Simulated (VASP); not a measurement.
# InAs (Fd-3m) in VASP: notebook

Runs on InAs. Level: PBE. Tasks: single point, relaxation of cell and atoms.

Program: VASP 6.6.1. These are calculated values, not measurements. Logs are shortened: lines on timing, memory, paths and dates and some standing lists are left out, and cuts for length are marked.

**1. The cell of the first run**

Symmetry: Fd-3m, No. 227, cubic system. Conventional cell: a = 7.131 Å, b = 7.131 Å, c = 7.131 Å, α = 90.00°, β = 90.00°, γ = 90.00°. Within 4.1 Å of In (site symmetry -43m) lie 4 In at 3.09 Å and 10 As at 3.09 to 3.57 Å. As (site symmetry -43m) has 10 In at 3.09 to 3.57 Å and 4 As at 3.09 Å within 4.1 Å.

**2. Single point, PBE**

INCAR reads:

```
PREC = Accurate
ENCUT = 520
EDIFF = 1E-6
ISMEAR = 0
SIGMA = 0.1
LREAL = F
LASPH = T
NELM = 60
ALGO = Normal
ISIF = 2
LWAVE = F
LCHARG = F
GGA = PE
NBANDS = 26
```

KPOINTS reads:

```
Automatic mesh
0
Gamma
  4 4 4
```

POSCAR reads:

```
InAs
1.0
    0.0000000000      3.5653176027      3.5653176027
    3.5653176027      0.0000000000      3.5653176027
    3.5653176027      3.5653176027      0.0000000000
In As
2 2
Direct
    0.5000000000      0.5000000000      0.5000000000
    0.7500000000      0.7500000000      0.7500000000
    0.0000000000      0.0000000000      0.0000000000
    0.2500000000      0.2500000000      0.2500000000
```

Potentials or basis: VASP PAW PBE potentials, release 64 (In_d, As).

Command:

```
cat potpaw_PBE.64/In_d/POTCAR potpaw_PBE.64/As/POTCAR > POTCAR
mpirun -np 1 vasp_std > vasp.out
```

OUTCAR:

```text
PREC = Accurate
   ENCUT = 520
   EDIFF = 1E-6
   ISMEAR = 0
   LREAL = F
   LASPH = T
   NELM = 60
   ISIF = 2
   GGA = PE

 ion  position               nearest neighbor table
   1  0.500  0.500  0.500-   4 3.09   4 3.09   4 3.09   2 3.09   2 3.09   2 3.09   4 3.09   2 3.09

   2  0.750  0.750  0.750-   1 3.09   1 3.09   1 3.09   3 3.09   3 3.09   3 3.09   3 3.09   1 3.09

   3  0.000  0.000  0.000-   2 3.09   2 3.09   2 3.09   2 3.09
   4  0.250  0.250  0.250-   1 3.09   1 3.09   1 3.09   1 3.09

  LATTYP: Found a face centered cubic cell.
 ALAT       =     7.1306352054

  Lattice vectors:

 A1 = (   0.0000000000,   3.5653176027,   3.5653176027)
 A2 = (   3.5653176027,   0.0000000000,   3.5653176027)
 A3 = (   3.5653176027,   3.5653176027,   0.0000000000)

Analysis of symmetry for initial positions (statically):
=====================================================================
 Subroutine PRICEL returns:
 Original cell was already a primitive cell.

 Routine SETGRP: Setting up the symmetry group for a
 face centered cubic supercell.

 Subroutine GETGRP returns: Found 48 space group operations
 (whereof 24 operations were pure point group operations)
 out of a pool of 48 trial point group operations.

The static configuration has the point symmetry T_d .
 The point group associated with its full space group is O_h .

Analysis of symmetry for dynamics (positions and initial velocities):
=====================================================================
 Subroutine PRICEL returns:
 Original cell was already a primitive cell.

 Routine SETGRP: Setting up the symmetry group for a
 face centered cubic supercell.

 Subroutine GETGRP returns: Found 48 space group operations
 (whereof 24 operations were pure point group operations)
 out of a pool of 48 trial point group operations.

The dynamic configuration has the point symmetry T_d .
 The point group associated with its full space group is O_h .

 Subroutine INISYM returns: Found 48 space group operations
 (whereof 24 operations are pure point group operations),
 and found     1 'primitive' translations

----------------------------------------------------------------------------------------

                                     Primitive cell

  volume of cell :      90.6410

  direct lattice vectors                    reciprocal lattice vectors
     0.000000000  3.565317603  3.565317603    -0.140239961  0.140239961  0.140239961
     3.565317603  0.000000000  3.565317603     0.140239961 -0.140239961  0.140239961
     3.565317603  3.565317603  0.000000000     0.140239961  0.140239961 -0.140239961

  length of vectors
     5.042120508  5.042120508  5.042120508     0.242902737  0.242902737  0.242902737

  position of ions in fractional coordinates (direct lattice)
     0.500000000  0.500000000  0.500000000
     0.750000000  0.750000000  0.750000000
     0.000000000  0.000000000  0.000000000
     0.250000000  0.250000000  0.250000000

  ion indices of the primitive-cell ions
   primitive index   ion index
                 1           1
                 2           2
                 3           3
                 4           4

----------------------------------------------------------------------------------------

 KPOINTS: Automatic mesh

Automatic generation of k-mesh.
 Grid dimensions read from file:
 generate k-points for:    4    4    4

 Generating k-lattice:

  Cartesian coordinates                     Fractional coordinates (reciprocal lattice)
    -0.035059990  0.035059990  0.035059990     0.250000000  0.000000000  0.000000000
     0.035059990 -0.035059990  0.035059990     0.000000000  0.250000000  0.000000000
     0.035059990  0.035059990 -0.035059990     0.000000000  0.000000000  0.250000000

  Length of vectors
     0.060725684  0.060725684  0.060725684

  Shift w.r.t. Gamma in fractional coordinates (k-lattice)
     0.000000000  0.000000000  0.000000000

 Subroutine IBZKPT returns following result:
 ===========================================

 Found      8 irreducible k-points:

 Following reciprocal coordinates:
            Coordinates               Weight
  0.000000  0.000000  0.000000      1.000000
  0.250000  0.000000  0.000000      8.000000
  0.500000  0.000000  0.000000      4.000000
  0.250000  0.250000  0.000000      6.000000
  0.500000  0.250000  0.000000     24.000000
 -0.250000  0.250000  0.000000     12.000000
  0.500000  0.500000  0.000000      3.000000
 -0.250000  0.500000  0.250000      6.000000
   k-points           NKPTS =      8   k-points in BZ     NKDIM =      8   number of bands    NBANDS=     26
   number of dos      NEDOS =    301   number of ions     NIONS =      4
   total plane-waves  NPLWV =  64000
   dimension x,y,z NGX =    40 NGY =   40 NGZ =   40
   dimension x,y,z NGXF=    80 NGYF=   80 NGZF=   80
   ions per type =               2   2
   NGX,Y,Z   is equivalent  to a cutoff of  13.19, 13.19, 13.19 a.u.
   NGXF,Y,Z  is equivalent  to a cutoff of  26.38, 26.38, 26.38 a.u.
 SYSTEM =  unknown system
   PREC   = accura    normal or accurate (medium, high low for compatibility)
   ISTART =      0    job   : 0-new  1-cont  2-samecut
   ICHARG =      2    charge: 1-file 2-atom 10-const
   ISPIN  =      1    spin polarized calculation?
   LNONCOLLINEAR =      F non collinear calculations
   LSORBIT =      F    spin-orbit coupling
   LASPH  =      T    aspherical Exc in radial PAW
   ENCUT  =  520.0 eV  38.22 Ry    6.18 a.u.   9.38  9.38  9.38*2*pi/ulx,y,z
   NELM   =     60;   NELMIN=  2; NELMDL= -5     # of ELM steps
   EDIFF  = 0.1E-05   stopping-criterion for ELM
   LREAL  =      F    real-space projection
[... 7 lines left out ...]
   TEBEG  =    0.0;   TEEND  =   0.0 temperature during run
   PSTRESS=    0.0 pullay stress
   NELECT =      36.0000    total number of electrons
   NUPDOWN=      -1.0000    fix difference up-down
   EMIN   =  10.00;   EMAX   =-10.00  energy-range for DOS
   EFERMI =   0.00;   METHOD = LEGACY
   ISMEAR =     0;   SIGMA  =   0.10  broadening in eV -4-tet -1-fermi 0-gaus
   EFERMI_NEDOS =   21; number of points for ismear=-14 and -15
   IALGO  =     38    algorithm
   IMIX   =      4    mixing-type and parameters
     AMIX     =   0.40;   BMIX     =  1.00
     AMIX_MAG =   1.60;   BMIX_MAG =  1.00
  volume/ion in A,a.u.               =      22.66       152.92
  Fermi-wavevector in a.u.,A,eV,Ry     =   1.203374  2.274048 19.702733  1.448110
  Thomas-Fermi vector in A             =   2.339130
   LORBIT       =      0    0 simple, 1 ext, 2 COOP (PROOUT), +10 PAW based schemes
   GGA     = PE    functional components
   LHFCALC =     F    Hartree Fock is set to
   AEXX    =    0.0000 exact exchange contribution
   IVDW    =     0    specifies the selected vdW correction
   LEPSILON=     F    determine dielectric tensor
   LRPA    =     F    only Hartree local field effects (RPA)
 non-spin polarized calculation
 Gauss-broadening in eV      SIGMA  =   0.10
  energy-cutoff  :      520.00
  volume of cell :       90.64
 maximum number of plane-waves:      2468
 NGX is ok and might be reduce to    40
   NGX = 19   NGY = 19   NGZ = 19

 number of electron      36.0000003 magnetization

 Free energy of the ion-electron system (eV)
  ---------------------------------------------------
  ext. energy  EPLUGINS =         0.00000000
  ---------------------------------------------------
  free energy    TOTEN  =       -13.68461515 eV

  energy without entropy =      -13.66437032  energy(sigma->0) =      -13.67449274

 E-fermi :   7.0078     XC(G=0): -10.4743

 val. band max:        6.9850637263   @ k =   0.5000   0.2500   0.0000
 cond. band min:       7.3824235177   @ k =   0.5000   0.0000   0.0000
 fundamental gap:      0.3973597914
 Fermi energy:         7.0077593718

 k-point     1 :       0.0000    0.0000    0.0000
  band No.  band energies     occupation
      1      -7.8603      2.00000
      2      -7.8603      2.00000
      3      -7.8603      2.00000
      4      -7.8100      2.00000
      5      -7.8100      2.00000
      6      -7.5712      2.00000
[... 18 lines left out ...]
     25      11.6997      0.00000
     26      15.0883      0.00000

 k-point     2 :       0.2500    0.0000    0.0000
  band No.  band energies     occupation
      1      -7.8830      2.00000
      2      -7.8830      2.00000
      3      -7.8607      2.00000
      4      -7.7754      2.00000
      5      -7.7754      2.00000
      6      -7.5940      2.00000
[... 18 lines left out ...]
     25      13.6691      0.00000
     26      13.6691      0.00000

 k-point     3 :       0.5000    0.0000    0.0000
  band No.  band energies     occupation
      1      -7.8868      2.00000
      2      -7.8868      2.00000
      3      -7.8651      2.00000
      4      -7.7681      2.00000
      5      -7.7681      2.00000
      6      -7.6144      2.00000
[... 18 lines left out ...]
     25      12.1506      0.00000
     26      15.7403      0.00000

 k-point     4 :       0.2500    0.2500    0.0000
  band No.  band energies     occupation
      1      -7.8922      2.00000
      2      -7.8787      2.00000
      3      -7.8787      2.00000
      4      -7.7661      2.00000
      5      -7.7221      2.00000
      6      -7.6943      2.00000
[... 18 lines left out ...]
     25      12.5229      0.00000
     26      13.2472      0.00000

 k-point     5 :       0.5000    0.2500    0.0000
  band No.  band energies     occupation
      1      -7.9402      2.00000
      2      -7.8941      2.00000
      3      -7.8390      2.00000
      4      -7.7260      2.00000
      5      -7.7131      2.00000
      6      -7.6885      2.00000
[... 18 lines left out ...]
     25      13.2961      0.00000
     26      14.3471      0.00000

 k-point     6 :      -0.2500    0.2500    0.0000
  band No.  band energies     occupation
      1      -7.9336      2.00000
      2      -7.9033      2.00000
      3      -7.8077      2.00000
      4      -7.7708      2.00000
      5      -7.7189      2.00000
      6      -7.6364      2.00000
[... 18 lines left out ...]
     25      13.5974      0.00000
     26      13.9729      0.00000

 k-point     7 :       0.5000    0.5000    0.0000
  band No.  band energies     occupation
      1      -7.8965      2.00000
      2      -7.8965      2.00000
      3      -7.8500      2.00000
      4      -7.8500      2.00000
      5      -7.6626      2.00000
      6      -7.6626      2.00000
[... 18 lines left out ...]
     25      14.1769      0.00000
     26      14.1921      0.00000

 k-point     8 :      -0.2500    0.5000    0.2500
  band No.  band energies     occupation
      1      -7.9418      2.00000
      2      -7.9418      2.00000
      3      -7.7489      2.00000
      4      -7.7489      2.00000
      5      -7.6885      2.00000
      6      -7.6885      2.00000
[... 18 lines left out ...]
     25      12.8782      0.00000
     26      12.8782      0.00000

------------------------ aborting loop because EDIFF is reached ----------------------------------------

  FORCE on cell =-STRESS in cart. coord.  units (eV):
  Direction    XX          YY          ZZ          XY          YZ          ZX
  --------------------------------------------------------------------------------------
  -------------------------------------------------------------------------------------
  Total       -0.0147318     -0.0147318     -0.0147318     -0.0000000      0.0000000     -0.0000000
  in kB       -0.2604003     -0.2604003     -0.2604003     -0.0000000      0.0000000     -0.0000000
  external PRESSURE =      -0.2604003 kB  Pullay stress =       0.0000000 kB

 VOLUME and BASIS-vectors are now :
 -----------------------------------------------------------------------------
  energy-cutoff  :      520.00
  volume of cell :       90.64
      direct lattice vectors                 reciprocal lattice vectors
     0.000000000  3.565317603  3.565317603    -0.140239961  0.140239961  0.140239961
     3.565317603  0.000000000  3.565317603     0.140239961 -0.140239961  0.140239961
     3.565317603  3.565317603  0.000000000     0.140239961  0.140239961 -0.140239961

 POSITION                                       TOTAL-FORCE (eV/Angst)
 -----------------------------------------------------------------------------------
      3.56532      3.56532      3.56532        -0.000000     -0.000000     -0.000000
      5.34798      5.34798      5.34798         0.000000      0.000000      0.000000
      0.00000      0.00000      0.00000        -0.000000      0.000000     -0.000000
      1.78266      1.78266      1.78266         0.000000     -0.000000      0.000000
 -----------------------------------------------------------------------------------
    total drift:                               -0.000000     -0.000000      0.000000

  FREE ENERGIE OF THE ION-ELECTRON SYSTEM (eV)
  ---------------------------------------------------
  free  energy   TOTEN  =       -13.6846151533 eV

  energy  without entropy=      -13.6643703238  energy(sigma->0) =      -13.67449274
```

Run time: 12 s. Hardware: 1 thread of Intel Xeon 6975P-C (Granite Rapids), shared host; peak memory 0.23 GiB.

Results:

- Free energy: -13.6846 eV
- Pressure: 0.0 GPa
- Band gap on the k mesh: zero (bands 18 and 19 overlap by 2.92 eV)

Caveat: the k points lie up to 0.38 Å⁻¹ apart, too coarse for converged energies and pressures of a metal; spin-orbit coupling is left out, which moves the levels of the heavy elements.

**3. Single point, PBE**

This run uses another cell than the first one, of 29.55 Å³/atom.

INCAR reads:

```
PREC = Accurate ; ENCUT = 520
EDIFF = 1E-6 ; ISMEAR = 0
SIGMA = 0.1 ; LREAL = False
LASPH = True ; NELM = 60
ALGO = Normal ; ISIF = 2
LWAVE = False ; LCHARG = False
GGA = PE ; NBANDS = 26
```

KPOINTS is that of step 2.

POSCAR reads:

```
InAs
1.0
    0.0000000000      3.8951858583      3.8951858583
    3.8951858583      0.0000000000      3.8951858583
    3.8951858583      3.8951858583      0.0000000000
In As
2 2
Direct
    0.5000000000      0.5000000000      0.5000000000
    0.7500000000      0.7500000000      0.7500000000
    0.0000000000      0.0000000000      0.0000000000
    0.2500000000      0.2500000000      0.2500000000
```

Potentials or basis: VASP PAW PBE potentials, release 64 (In_d, As).

Command:

```
cat potpaw_PBE.64/In_d/POTCAR potpaw_PBE.64/As/POTCAR > POTCAR
mpirun -np 1 vasp_std > vasp.out
```

It took 15 s on 1 thread of Intel Xeon 6975P-C (Granite Rapids), shared host; peak memory 0.25 GiB.

It converged, with:

| Item | Value |
| --- | --- |
| Free energy | -12.8219 eV |
| Pressure | -7.6 GPa |
| Band gap on the k mesh | zero (bands 18 and 19 overlap by 1.63 eV) |

Levels at points of the mesh, in eV from the Fermi level:
```tsv
k point	band 16	band 17	band 18	band 19	band 20	band 21
(0.00, 0.00, 0.00)	-1.84	-1.21	-1.21	-1.21	-1.11	0.87
(0.50, 0.00, 0.00)	-2.45	-1.19	-1.19	-0.09	-0.04	2.13
(0.50, 0.50, 0.00)	-3.64	0.42	0.42	0.96	0.96	2.44
```

Caveat: the cell stands under tension; spin-orbit coupling is left out, which moves the levels of the heavy elements.

**4. Relaxation of cell and atoms, PBE**

This run uses another cell than the first one, of 29.55 Å³/atom.

INCAR reads:

```
PREC = Accurate ; ENCUT = 600
EDIFF = 1E-7 ; ISMEAR = 0
SIGMA = 0.1 ; LREAL = F
LASPH = T ; NELM = 80
ALGO = Normal ; ISIF = 3
LWAVE = F ; LCHARG = F
GGA = PE ; IBRION = 2
NSW = 90 ; EDIFFG = -0.04
```

KPOINTS reads:

```
regular mesh
0
Gamma
  4 4 4
```

POSCAR is that of step 3.

Command:

```
cat potpaw_PBE.64/In_d/POTCAR potpaw_PBE.64/As/POTCAR > POTCAR
mpirun -np 1 vasp_std > vasp.out
```

Wall time 54 s (1 thread of Intel Xeon 6975P-C (Granite Rapids), shared host); peak memory 0.34 GiB.

The run converged. Its results:

| Item | Value |
| --- | --- |
| Free energy | -13.6855 eV |
| Relaxed volume | 22.71 Å³/atom |
| Relaxed cell | a = 5.046 Å, b = 5.046 Å, c = 5.046 Å, α = 60.00°, β = 60.00°, γ = 60.00° |
| Space group after relaxing (to 0.1 Å) | Fd-3m (No. 227) |
| Energy gained by relaxing | 215.9 meV/atom |
| Ionic steps | 3 |
| Pressure after relaxing | -0.1 GPa |
| Band gap on the k mesh | zero (bands 18 and 19 overlap by 2.91 eV) |

Step by step:
| step | energy change (eV) | largest force (eV/Å) | pressure (GPa) | volume (Å³) |
| --- | --- | --- | --- | --- |
| 1 | 0.0000 | 0.0000 | -7.55 | 118.20 |
| 2 | -0.8125 | 0.0000 | -2.86 | 95.95 |
| 3 | -0.8637 | 0.0000 | -0.11 | 90.84 |

Final structure:
```
CELL_PARAMETERS angstrom
0.00000 3.56799 3.56799
3.56799 0.00000 3.56799
3.56799 3.56799 0.00000
ATOMIC_POSITIONS crystal
In 0.50000 0.50000 0.50000
In 0.75000 0.75000 0.75000
As 0.00000 0.00000 0.00000
As 0.25000 0.25000 0.25000
```

Levels at points of the mesh, in eV from the Fermi level:
```tsv
k point	band 16	band 17	band 18	band 19	band 20	band 21
(0.00, 0.00, 0.00)	-2.42	-1.68	-1.68	-1.68	0.41	0.80
(0.50, 0.00, 0.00)	-2.95	-1.80	-1.80	0.37	0.63	2.75
(0.50, 0.50, 0.00)	-4.85	1.23	1.23	1.47	1.47	3.03
```

Caveat: the volume moved by over 15 % at a fixed basis, so the end points are rough; spin-orbit coupling is left out, which moves the levels of the heavy elements.

**5. The runs side by side**

```tsv
task	cell	cutoff (eV)	gap on the mesh (eV)	pressure (GPa)
single point	a = 5.042 Å, angles 60.0°, 4 atoms	520	none	0.0
single point	a = 5.509 Å, angles 60.0°, 4 atoms	520	none	-7.6
relaxation of cell and atoms	relaxed from a = 5.509 Å, angles 60.0°, 4 atoms	600	none	-0.1
```

Alike in all rows: level PBE; potentials or basis VASP PAW PBE potentials, release 64 (In_d, As); no spin polarisation; k mesh 4 × 4 × 4; smearing gaussian 0.1 eV.

Caveats: some runs use coarse meshes; spin-orbit coupling is left out, which moves the levels of the heavy elements; the cell stands under tension (at least some runs); the volume moved by over 15 % at a fixed basis, so the end points are rough (at least some runs).

Total energies depend on the potentials used, so only differences within one code and one set of settings carry meaning.

The gap in the log of VASP goes by the Fermi energy; the results here count the filled bands.